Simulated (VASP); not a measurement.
Set up this calculation in VASP 6.6.1, as the native input.

| Quantity | Value |
| --- | --- |
| Task | single point |
| Functional | PBE |
| Potentials or basis | VASP PAW PBE potentials, release 64 (Ti_sv, Se, S) |
| Cutoff | 520 eV |
| k mesh | 6 × 6 × 2 |
| Occupations | gaussian, width 0.2 eV |
| Spin | no spin polarisation |
| Dipole correction | no |
| Further INCAR settings | ALGO = Normal; EDIFF = 1e-07; NBANDS = 46 |

The structure of Ti2SeS lies in POSCAR:

```
Ti2SeS
1.0
    3.6045233772      0.0000466859      0.0002419759
   -1.8022135189      3.1212005920     -0.0003406567
    0.0008531443     -0.0008821120     11.7368856725
Ti Se S
4 2 2
Direct
    0.6668268613      0.3333041039      0.8987860016
    0.3334133938      0.6667413688      0.1011675930
    0.6666129485      0.3333219284      0.6011777429
    0.3331422169      0.6666342574      0.3987940307
    0.3335162549      0.6666613912      0.7500260313
    0.6664851137      0.3333310454      0.2500181209
    0.0001238556      0.0000284804     -0.0000019071
   -0.0001206445     -0.0000225754      0.5000323865
```

These files were run (other wordings do the same):

INCAR

```
SYSTEM = Ti2SeS
ALGO = Normal ; EDIFF = 1E-7
ENCUT = 520 ; GGA = PE
ISIF = 2 ; ISMEAR = 0
LASPH = .TRUE. ; LCHARG = .FALSE.
LREAL = .FALSE. ; LWAVE = .FALSE.
NBANDS = 46 ; NELM = 80
PREC = Accurate ; SIGMA = 0.2
```

KPOINTS

```
k-points
0
G
  6 6 2
  0 0 0
```

Potentials or basis: VASP PAW PBE potentials, release 64 (Ti_sv, Se, S).

Launch:

```sh
$ cat potpaw_PBE.64/Ti_sv/POTCAR potpaw_PBE.64/Se/POTCAR potpaw_PBE.64/S/POTCAR > POTCAR
$ mpirun -np 1 vasp_std > vasp.out
```

Results of the run:

The pressure is 0.1 GPa. The largest force is 0.012 eV/Å and the band gap on the k mesh is zero (band 36 reaches 9.73 eV, above the bottom of band 37 at 8.52 eV).

Run time: 2.6 min on 1 thread of Intel(R) Xeon(R) 6975P-C (Granite Rapids), with other jobs on the host, peak memory 0.38 GiB.
